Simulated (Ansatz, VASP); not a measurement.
SnS2 in VASP and in Ansatz

```
Sn S
1.0
     3.67431    0.00000    0.00000
    -1.83715    3.18204    0.00000
     0.00000    0.00000    6.22883
Sn S
1 2
Direct
  0.00000 0.00000 0.00000
  0.33333 0.66667 0.23465
  0.66667 0.33333 0.76535
```

Alike in both runs: task single point; functional PBE; k mesh 6 × 6 × 4; occupations gaussian, width 0.1 eV; no spin polarisation.

|  | VASP | Ansatz |
| --- | --- | --- |
| version | VASP 6.6.1 | Ansatz 0.2.0 |
| potentials or method | VASP PAW PBE potentials, release 64 (Sn_d, S) | scalar-relativistic, plane waves, PAW |
| plane-wave cutoff (eV) | 500 | 420 |
| valence electrons in the cell | 26 | 26 |

Ansatz gave:

- gap on the k mesh at the Fermi level (eV): 1.61
- least direct gap on the mesh (eV): 1.89
- pressure (GPa): 2.2
- traceless stress, the component that is largest in VASP (GPa): 0.09
- rms of the force components (eV/Å): 0.112

Task: Which values does VASP return?

Result: gap on the k mesh at the Fermi level (eV): 1.60; least direct gap on the mesh (eV): 1.89; pressure (GPa): 2.1; traceless stress, the component that is largest in VASP (GPa): 0.11; rms of the force components (eV/Å): 0.109.

Atom by atom the forces differ by 0.003 eV/Å (rms over components).
